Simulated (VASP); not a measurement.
Crystal: Zr5N.

```
Zr N
1.0
     2.95064    0.00000    0.00000
    -1.47532    2.55533    0.00000
     0.00000    0.00000   15.14538
Zr N
5 1
Direct
  0.66667 0.33333 0.81842
  0.33333 0.66667 0.65982
  0.66667 0.33333 0.50000
  0.33333 0.66667 0.34018
  0.66667 0.33333 0.18157
  0.33333 0.66667 0.00000
```

```yaml
Program: VASP 6.6.1
Task: relaxation of cell and atoms
Functional: PBE
Potentials_or_basis: VASP PAW PBE potentials, release 64 (Zr_sv, N)
Cutoff: 600 eV
k_mesh: 6 × 6 × 1
Occupations: gaussian, width 0.1 eV
Spin: no spin polarisation
```

At the start: pressure 16.2 GPa; volume 19.03 Å³/atom.

Q: Where does the relaxation end?

A: Over 23 steps the energy falls by 1509.1 meV/atom and the volume is 19.80 Å³/atom (+4.0 %); space group P-6m2 (No. 187, to 0.05 Å).

Step by step:
| step | energy change (eV) | largest force (eV/Å) | pressure (GPa) | volume (Å³) |
| --- | --- | --- | --- | --- |
| 1 | 0.0000 | 3.6520 | 16.25 | 114.19 |
| 2 | -1.5105 | 1.6930 | -10.28 | 148.86 |
| 3 | -1.7162 | 2.1137 | -5.30 | 138.50 |
| 4 | -3.0970 | 2.8809 | -5.59 | 134.09 |
| 5 | -5.8009 | 1.8913 | 2.75 | 116.43 |
| 6 | -5.7589 | 3.6906 | -1.56 | 121.26 |
| 7 | -5.8910 | 2.6799 | 0.47 | 118.33 |
| 8 | -6.4831 | 1.6000 | 4.06 | 116.31 |
| 9 | -6.4920 | 1.5700 | 3.51 | 116.49 |
| 10 | -7.8435 | 1.5550 | 1.27 | 119.51 |
| 11 | -5.9709 | 9.5100 | 9.99 | 125.23 |
| 12 | -8.0904 | 4.2286 | 2.54 | 122.23 |
| 13 | -8.7382 | 0.4708 | -6.93 | 128.27 |
| 14 | -8.7816 | 1.0835 | -5.53 | 127.12 |
| 15 | -8.9947 | 0.6381 | 1.11 | 118.27 |
| 16 | -8.9949 | 0.6485 | 0.95 | 118.46 |
| 17 | -9.0401 | 0.1342 | 0.07 | 118.76 |
| 18 | -9.0477 | 0.1612 | -0.38 | 118.93 |
| 19 | -9.0531 | 0.0905 | 0.42 | 118.30 |
| 20 | -9.0532 | 0.0900 | 0.35 | 118.35 |
| 21 | -9.0542 | 0.0664 | -0.11 | 118.86 |
| 22 | -9.0542 | 0.0664 | -0.13 | 118.86 |
| 23 | -9.0546 | 0.0395 | -0.05 | 118.79 |

Final structure:
```
Zr N
1.0
     3.18039    0.00000    0.00000
    -1.59019    2.75429    0.00000
     0.00000    0.00000   13.56138
Zr N
5 1
Direct
  0.66667 0.33333 0.89262
  0.33333 0.66667 0.69462
  0.66667 0.33333 0.50000
  0.33333 0.66667 0.30538
  0.66667 0.33333 0.10738
  0.33333 0.66667 0.00000
```

Caveat: the k points lie up to 0.46 Å⁻¹ apart in the final cell.
